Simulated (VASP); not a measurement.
Input of a VASP 6.6.1 run:

INCAR

```
SYSTEM = Si11O24
  PREC = Accurate
  ENCUT = 520
  EDIFF = 1E-6
  ISMEAR = 0
  SIGMA = 0.05
  LREAL = Auto
  LASPH = .True.
  NELM = 120
  ALGO = Normal
  ISIF = 2
  LWAVE = .False.
  LCHARG = .True.
  GGA = PE
  LELF = .True.
  LVHAR = .True.
  NBANDS = 117
  NELECT = 190.0
  GGA_COMPAT = .False.
```

File KPOINTS:

```
Automatic mesh
0
Gamma
  2 2 1
  0 0 0
```

POSCAR

```
Si11O24
1.0
   -2.4574830000      4.2564860000      5.4313010000
    4.9149660000      0.0000000000      5.4313010000
    4.9149660000      8.5129710000      0.0000000000
Si O
11 24
Direct
   -0.0044344482     -0.0003091667      0.2648679488
    0.5647943929      0.1086217923      0.9476649896
    0.9245321382      0.3968623122      0.0439531507
    0.0055269356     -0.0013566641      0.7703553408
    0.5624090822      0.1046200514      0.4458081222
    0.9338743963      0.4011274752      0.5332013590
    0.4968164748      0.5014428741      0.5161869611
    0.0767607179      0.6068152798      0.1980812667
    0.4279542685      0.9030562941      0.2807965219
    0.0624675312      0.5960599561      0.7078084523
    0.4498809488      0.8761383604      0.7834734830
    0.4380290583      0.3283322610      0.9584351275
    0.1878296114      0.9186623691      0.3364386991
    0.5233253301      0.9344878163      0.1043861255
    0.0549203637      0.1716181765      0.1143583410
    0.9850450400      0.5684838474      0.0822672341
    0.3007654310      0.6253581626      0.1455635352
    0.4550184140      0.3255474209      0.4738284074
    0.2032043502      0.9168221407      0.8326333460
    0.5098761281      0.9354724173      0.5985721553
    0.0398571676      0.1797863396      0.6187120248
    0.9785653747      0.5695600192      0.5832831079
    0.3036026855      0.5728449649      0.6439639486
    0.9355476351      0.8235820835      0.2353162708
    0.6944520562      0.4192647126      0.5796026493
    0.0232104932      0.4312159877      0.3553575903
    0.5345584101      0.6841216078      0.3696912172
    0.4699916396      0.0745460319      0.3292727258
    0.8033511352      0.0839561601      0.3910389381
    0.9672812012      0.8233809256      0.7232769980
    0.6973383758      0.3872419117      0.1148293547
    0.0141696896      0.4293200010      0.8616612126
    0.5789017704      0.6594473838      0.8425054800
    0.5021500190      0.0490683723      0.8254959960
    0.8106032050      0.0765949083      0.8936951396
```

Potentials or basis: VASP PAW PBE potentials, release 64 (Si, O).

Launch:

```bash
$ cat potpaw_PBE.64/Si/POTCAR potpaw_PBE.64/O/POTCAR > POTCAR
$ mpirun -np 1 vasp_std > vasp.out
```

(1) Estimate the largest force.

## Answers

(1) 0.143 eV/Å.

Caveat: the k points lie up to 0.70 Å⁻¹ apart; the cell carries a net charge on a neutralising background, which shifts energy and pressure.
